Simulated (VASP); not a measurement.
Here is a VASP 6.6.1 calculation.

The input INCAR:

```
ALGO     = Normal         # electronic algorithm
EDIFF    = 1E-6           # SCF threshold, eV
ENCUT    = 600            # plane-wave cutoff, eV
GGA      = PS             # functional
GGA_COMPAT= F            
ISIF     = 2              # what is computed and relaxed
ISMEAR   = 0              # smearing method
LASPH    = T              # aspherical terms in the spheres
LCHARG   = F              # write CHGCAR
LREAL    = F              # projectors in reciprocal space
LWAVE    = F              # write WAVECAR
NBANDS   = 11             # bands
NELM     = 120            # most SCF steps
PREC     = Accurate       # precision mode
SIGMA    = 0.02           # smearing width, eV
```

The input KPOINTS:

```
k-points
0
Gamma
  8 8 8
```

Contents of POSCAR:

```
C
1.0
    0.0000000000      1.7768347122      1.7768347122
    1.7768347122      0.0000000000      1.7768347122
    1.7768347122      1.7768347122      0.0000000000
C
2
Direct
    0.5000000000      0.5000000000      0.5000000000
    0.7500000000      0.7500000000      0.7500000000
```

Potentials or basis: VASP PAW PBE potentials, release 64 (C).

Run with:

```bash
$ cat potpaw_PBE.64/C/POTCAR > POTCAR
$ mpirun -np 1 vasp_std > vasp.out
```

(1) What does it give for the band gap on the k mesh?

(2) What does it give for the pressure?

## Answers

(1) 4.03 eV, indirect (least direct gap 5.57 eV).

(2) 0.5 GPa.

Caveat: the PAW data sets were made with another functional, which shifts forces and pressure a little.
